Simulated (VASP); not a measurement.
A run of VASP 6.6.1:

INCAR

```
PREC = Accurate ; ENCUT = 520
EDIFF = 1E-6 ; ISMEAR = 0
SIGMA = 0.1 ; LREAL = F
LASPH = T ; NELM = 60
ALGO = Fast ; ISIF = 2
LWAVE = F ; LCHARG = T
GGA = PE ; LELF = T
LVHAR = T ; NBANDS = 29
```

The input KPOINTS:

```
regular mesh
0
Gamma
  12 12 6
```

File POSCAR:

```
HfZr2Si2
1.0
    4.4179117720      0.0000000000      0.0000000000
   -2.2089558860      3.8260238262      0.0000000000
    0.0000000000      0.0000000000      7.5041324674
Zr Hf Si
2 1 2
Direct
    0.3333333333      0.6666666667      0.7217621131
    0.6666666667      0.3333333333      0.2782378869
    0.0000000000      0.0000000000      0.5000000000
    0.0000000000      0.0000000000      0.8481465440
    0.0000000000      0.0000000000      0.1518534560
```

Potentials or basis: VASP PAW PBE potentials, release 64 (Zr_sv, Hf_pv, Si).

Run with:

```sh
$ cat potpaw_PBE.64/Zr_sv/POTCAR potpaw_PBE.64/Hf_pv/POTCAR potpaw_PBE.64/Si/POTCAR > POTCAR
$ mpirun -np 1 vasp_std > vasp.out
```

Hardware: 1 thread of Intel(R) Xeon(R) 6975P-C (Granite Rapids), on a shared host.

Q: Estimate the wall time of this run.

A: It took 16 min on 1 thread of Intel(R) Xeon(R) 6975P-C (Granite Rapids), with other jobs on the host, peak memory 0.51 GiB. Counts: scf iterations 24, k points 100.
